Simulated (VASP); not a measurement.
# MgC2 (P4_2/mnm) in VASP: notebook

MgC2 is run at these levels: PBE; tasks: single point.

Program: VASP 6.6.1. These are calculated values, not measurements. Logs are shortened: lines on timing, memory, paths and dates and some standing lists are left out, and cuts for length are marked.

## (1) The cell of the first run

It takes space group P4_2/mnm (No. 136, tetragonal). The conventional cell has a = 3.946 Å, b = 3.946 Å, c = 4.986 Å, α = 90.00°, β = 90.00°, γ = 90.00°. Mg (site symmetry mmm) has 10 C at 2.16 to 2.86 Å within 2.9 Å. Within 1.7 Å of C (site symmetry m2m) lie 1 C at 1.25 Å.

## (2) Single point, PBE

File INCAR:

```
SYSTEM = MgC2
PREC = Accurate ; ENCUT = 520
EDIFF = 1E-7 ; ISMEAR = 1
SIGMA = 0.02 ; LREAL = .FALSE.
LASPH = .TRUE. ; NELM = 100
ALGO = Normal ; ISIF = 2
LWAVE = .FALSE. ; LCHARG = .FALSE.
GGA = PE ; NBANDS = 19
```

File KPOINTS:

```
regular mesh
0
G
  5 5 7
  0 0 0
```

File POSCAR:

```
MgC2
1.0
    3.9464691905      0.0000000000      0.0000000000
    0.0000000000      3.9464691905      0.0000000000
    0.0000000000      0.0000000000      4.9861738038
Mg C
2 4
Direct
    0.0000000000      0.0000000000      0.0000000000
    0.5000000000      0.5000000000      0.5000000000
    0.3876958170      0.3876958170      0.0000000000
    0.1123041830      0.8876958170      0.5000000000
    0.6123041830      0.6123041830      0.0000000000
    0.8876958170      0.1123041830      0.5000000000
```

Potentials or basis: VASP PAW PBE potentials, release 64 (Mg, C).

Run with:

```bash
> cat potpaw_PBE.64/Mg/POTCAR potpaw_PBE.64/C/POTCAR > POTCAR
> mpirun -np 1 vasp_std > vasp.out
```

OUTCAR:

```text
SYSTEM = MgC2
   PREC = Accurate
   ENCUT = 520
   EDIFF = 1E-7
   ISMEAR = 1
   LREAL = .FALSE.
   LASPH = .TRUE.
   NELM = 100
   ISIF = 2
   GGA = PE

 ion  position               nearest neighbor table
   1  0.000  0.000  0.000-   3 2.16   5 2.16   4 2.57   6 2.57   4 2.57   6 2.57   5 2.86   5 2.86
                             3 2.86   3 2.86
   2  0.500  0.500  0.500-   4 2.16   6 2.16   5 2.57   3 2.57   3 2.57   5 2.57   4 2.86   6 2.86
                             4 2.86   6 2.86
   3  0.388  0.388  0.000-   5 1.25   1 2.16   2 2.57   2 2.57   1 2.86   1 2.86
   4  0.112  0.888  0.500-   6 1.25   2 2.16   1 2.57   1 2.57   2 2.86   2 2.86
   5  0.612  0.612  0.000-   3 1.25   1 2.16   2 2.57   2 2.57   1 2.86   1 2.86
   6  0.888  0.112  0.500-   4 1.25   2 2.16   1 2.57   1 2.57   2 2.86   2 2.86

  LATTYP: Found a simple tetragonal cell.
 ALAT       =     3.9464691905
 C/A-ratio  =     1.2634518510

  Lattice vectors:

 A1 = (   3.9464691905,   0.0000000000,   0.0000000000)
 A2 = (   0.0000000000,   3.9464691905,   0.0000000000)
 A3 = (   0.0000000000,   0.0000000000,   4.9861738038)

Analysis of symmetry for initial positions (statically):
=====================================================================
 Subroutine PRICEL returns:
 Original cell was already a primitive cell.

 Routine SETGRP: Setting up the symmetry group for a
 simple tetragonal supercell.

 Subroutine GETGRP returns: Found 16 space group operations
 (whereof  8 operations were pure point group operations)
 out of a pool of 16 trial point group operations.

The static configuration has the point symmetry D_2h.
 The point group associated with its full space group is D_4h.

Analysis of symmetry for dynamics (positions and initial velocities):
=====================================================================
 Subroutine PRICEL returns:
 Original cell was already a primitive cell.

 Routine SETGRP: Setting up the symmetry group for a
 simple tetragonal supercell.

 Subroutine GETGRP returns: Found 16 space group operations
 (whereof  8 operations were pure point group operations)
 out of a pool of 16 trial point group operations.

The dynamic configuration has the point symmetry D_2h.
 The point group associated with its full space group is D_4h.

 Subroutine INISYM returns: Found 16 space group operations
 (whereof  8 operations are pure point group operations),
 and found     1 'primitive' translations

----------------------------------------------------------------------------------------

                                     Primitive cell

  volume of cell :      77.6578

  direct lattice vectors                    reciprocal lattice vectors
     3.946469190  0.000000000  0.000000000     0.253391057  0.000000000  0.000000000
     0.000000000  3.946469190  0.000000000     0.000000000  0.253391057  0.000000000
     0.000000000  0.000000000  4.986173804     0.000000000  0.000000000  0.200554581

  length of vectors
     3.946469190  3.946469190  4.986173804     0.253391057  0.253391057  0.200554581

  position of ions in fractional coordinates (direct lattice)
     0.000000000  0.000000000  0.000000000
     0.500000000  0.500000000  0.500000000
     0.387695817  0.387695817  0.000000000
     0.112304183  0.887695817  0.500000000
     0.612304183  0.612304183  0.000000000
     0.887695817  0.112304183  0.500000000

  ion indices of the primitive-cell ions
   primitive index   ion index
                 1           1
                 2           2
                 3           3
                 4           4
                 5           5
                 6           6

----------------------------------------------------------------------------------------

 KPOINTS: regular mesh

Automatic generation of k-mesh.
 Grid dimensions read from file:
 generate k-points for:    5    5    7

 Generating k-lattice:

  Cartesian coordinates                     Fractional coordinates (reciprocal lattice)
     0.050678211  0.000000000  0.000000000     0.200000000  0.000000000  0.000000000
     0.000000000  0.050678211  0.000000000     0.000000000  0.200000000  0.000000000
     0.000000000  0.000000000  0.028650654     0.000000000  0.000000000  0.142857143

  Length of vectors
     0.050678211  0.050678211  0.028650654

  Shift w.r.t. Gamma in fractional coordinates (k-lattice)
     0.000000000  0.000000000  0.000000000

 Subroutine IBZKPT returns following result:
 ===========================================

 Found     24 irreducible k-points:

 Following reciprocal coordinates:
            Coordinates               Weight
  0.000000  0.000000  0.000000      1.000000
  0.200000  0.000000  0.000000      4.000000
  0.400000  0.000000  0.000000      4.000000
  0.200000  0.200000  0.000000      4.000000
  0.400000  0.200000  0.000000      8.000000
  0.400000  0.400000  0.000000      4.000000
[... 16 lines left out ...]
  0.400000  0.200000  0.428571     16.000000
  0.400000  0.400000  0.428571      8.000000
   k-points           NKPTS =     24   k-points in BZ     NKDIM =     24   number of bands    NBANDS=     19
   number of dos      NEDOS =    301   number of ions     NIONS =      6
   total plane-waves  NPLWV =  36000
   dimension x,y,z NGX =    30 NGY =   30 NGZ =   40
   dimension x,y,z NGXF=    60 NGYF=   60 NGZF=   80
   ions per type =               2   4
   NGX,Y,Z   is equivalent  to a cutoff of  12.64, 12.64, 13.34 a.u.
   NGXF,Y,Z  is equivalent  to a cutoff of  25.28, 25.28, 26.67 a.u.
 SYSTEM =  MgC2
   PREC   = accura    normal or accurate (medium, high low for compatibility)
   ISTART =      0    job   : 0-new  1-cont  2-samecut
   ICHARG =      2    charge: 1-file 2-atom 10-const
   ISPIN  =      1    spin polarized calculation?
   LNONCOLLINEAR =      F non collinear calculations
   LSORBIT =      F    spin-orbit coupling
   LASPH  =      T    aspherical Exc in radial PAW
   ENCUT  =  520.0 eV  38.22 Ry    6.18 a.u.   7.34  7.34  9.27*2*pi/ulx,y,z
   NELM   =    100;   NELMIN=  2; NELMDL= -5     # of ELM steps
   EDIFF  = 0.1E-06   stopping-criterion for ELM
   LREAL  =      F    real-space projection
   EDIFFG = 0.1E-05   stopping-criterion for IOM
   NSW    =      0    number of steps for IOM
   IBRION =     -1    ionic relax: 0-MD 1-quasi-New 2-CG
   NFREE  =      0    steps in history (QN), initial steepest desc. (CG)
   ISIF   =      2    stress and relaxation
   ISYM   =      2    0-nonsym 1-usesym 2-fastsym
   POTIM  = 0.5000    time-step for ionic-motion
   TEBEG  =    0.0;   TEEND  =   0.0 temperature during run
   PSTRESS=    0.0 pullay stress
   NELECT =      20.0000    total number of electrons
   NUPDOWN=      -1.0000    fix difference up-down
   EMIN   =  10.00;   EMAX   =-10.00  energy-range for DOS
   EFERMI =   0.00;   METHOD = LEGACY
   ISMEAR =     1;   SIGMA  =   0.02  broadening in eV -4-tet -1-fermi 0-gaus
   EFERMI_NEDOS =   21; number of points for ismear=-14 and -15
   IALGO  =     38    algorithm
   IMIX   =      4    mixing-type and parameters
     AMIX     =   0.40;   BMIX     =  1.00
     AMIX_MAG =   1.60;   BMIX_MAG =  1.00
  volume/ion in A,a.u.               =      12.94        87.34
  Fermi-wavevector in a.u.,A,eV,Ry     =   1.041573  1.968288 14.760623  1.084875
  Thomas-Fermi vector in A             =   2.176200
   LORBIT       =      0    0 simple, 1 ext, 2 COOP (PROOUT), +10 PAW based schemes
   GGA     = PE    functional components
   LHFCALC =     F    Hartree Fock is set to
   AEXX    =    0.0000 exact exchange contribution
   IVDW    =     0    specifies the selected vdW correction
   LEPSILON=     F    determine dielectric tensor
   LRPA    =     F    only Hartree local field effects (RPA)
 non-spin polarized calculation
 Methfessel and Paxton  Order N= 1 SIGMA  =   0.02
  energy-cutoff  :      520.00
  volume of cell :       77.66
 maximum number of plane-waves:      2122
 NGX is ok and might be reduce to    30
   NGX = 15   NGY = 15   NGZ = 19

 number of electron      20.0000000 magnetization

 Free energy of the ion-electron system (eV)
  ---------------------------------------------------
  ext. energy  EPLUGINS =         0.00000000
  ---------------------------------------------------
  free energy    TOTEN  =       -37.38059683 eV

  energy without entropy =      -37.38064984  energy(sigma->0) =      -37.38061450

 E-fermi :   1.0911     XC(G=0):  -9.5156

 val. band max:        1.0742415251   @ k =   0.4000   0.4000   0.4286
 cond. band min:       3.7038103105   @ k =   0.0000   0.0000   0.0000
 fundamental gap:      2.6295687853
 Fermi energy:         1.0910791634

 k-point     1 :       0.0000    0.0000    0.0000
  band No.  band energies     occupation
      1     -11.7864      2.00000
      2     -10.9155      2.00000
      3      -2.3354      2.00000
      4      -1.9176      2.00000
      5      -1.9176      2.00000
      6      -1.8697      2.00000
[... 11 lines left out ...]
     18      12.0715      0.00000
     19      12.5997      0.00000

 k-point     2 :       0.2000    0.0000    0.0000
  band No.  band energies     occupation
      1     -11.6602      2.00000
      2     -10.9403      2.00000
      3      -2.5706      2.00000
      4      -2.5478      2.00000
      5      -2.0899      2.00000
      6      -1.4011      2.00000
[... 11 lines left out ...]
     18      11.4079      0.00000
     19      12.1939      0.00000

 k-point     3 :       0.4000    0.0000    0.0000
  band No.  band energies     occupation
      1     -11.3587      2.00000
      2     -11.0734      2.00000
      3      -3.2306      2.00000
      4      -3.1936      2.00000
      5      -1.4045      2.00000
      6      -0.8567      2.00000
[... 434 lines left out ...]
      1     -11.1565      2.00000
      2     -11.1032      2.00000
      3      -3.6075      2.00000
      4      -3.3892      2.00000
      5      -1.8442      2.00000
      6      -1.0247      2.00000
[... 11 lines left out ...]
     18      11.5096      0.00000
     19      12.7816      0.00000

 k-point    24 :       0.4000    0.4000    0.4286
  band No.  band energies     occupation
      1     -11.0571      2.00000
      2     -11.0361      2.00000
      3      -3.4182      2.00000
      4      -3.1787      2.00000
      5      -2.1815      2.00000
      6      -1.3787      2.00000
[... 11 lines left out ...]
     18      11.7443      0.00000
     19      12.0078      0.00000

------------------------ aborting loop because EDIFF is reached ----------------------------------------

  FORCE on cell =-STRESS in cart. coord.  units (eV):
  Direction    XX          YY          ZZ          XY          YZ          ZX
  --------------------------------------------------------------------------------------
  -------------------------------------------------------------------------------------
  Total        0.0473536      0.0473536     -0.0937609     -0.0000000      0.0000000      0.0000000
  in kB        0.9769640      0.9769640     -1.9344047     -0.0000000      0.0000000      0.0000000
  external PRESSURE =       0.0065078 kB  Pullay stress =       0.0000000 kB

 VOLUME and BASIS-vectors are now :
 -----------------------------------------------------------------------------
  energy-cutoff  :      520.00
  volume of cell :       77.66
      direct lattice vectors                 reciprocal lattice vectors
     3.946469190  0.000000000  0.000000000     0.253391057  0.000000000  0.000000000
     0.000000000  3.946469190  0.000000000     0.000000000  0.253391057  0.000000000
     0.000000000  0.000000000  4.986173804     0.000000000  0.000000000  0.200554581

 POSITION                                       TOTAL-FORCE (eV/Angst)
 -----------------------------------------------------------------------------------
      0.00000      0.00000      0.00000         0.000000      0.000000      0.000000
      1.97323      1.97323      2.49309         0.000000      0.000000      0.000000
      1.53003      1.53003      0.00000        -0.101742     -0.101742      0.000000
      0.44320      3.50326      2.49309         0.101742     -0.101742      0.000000
      2.41644      2.41644      0.00000         0.101742      0.101742     -0.000000
      3.50326      0.44320      2.49309        -0.101742      0.101742     -0.000000
 -----------------------------------------------------------------------------------
    total drift:                               -0.000000      0.000000     -0.000000

  FREE ENERGIE OF THE ION-ELECTRON SYSTEM (eV)
  ---------------------------------------------------
  free  energy   TOTEN  =       -37.3805968295 eV

  energy  without entropy=      -37.3806498393  energy(sigma->0) =      -37.38061450
```

Wall time 70 s (1 thread of Intel Xeon 8259CL, shared host); peak memory 0.19 GiB.

What came out:

```
Free energy            : -37.3806 eV
Pressure               : 0.0 GPa
Largest force          : 0.144 eV/Å
Band gap on the k mesh : 2.63 eV (least direct gap 2.96 eV)
```

Forces in eV/Å, atoms in the order of the input:
```
Mg   0.000  0.000  0.000
Mg   0.000  0.000  0.000
C   -0.102 -0.102  0.000
C    0.102 -0.102  0.000
C    0.102  0.102  0.000
C   -0.102  0.102  0.000
```

Caveat: an odd mesh through Γ misses points on the zone boundary, where band edges can lie.

(Continued in part 2 of 2.)
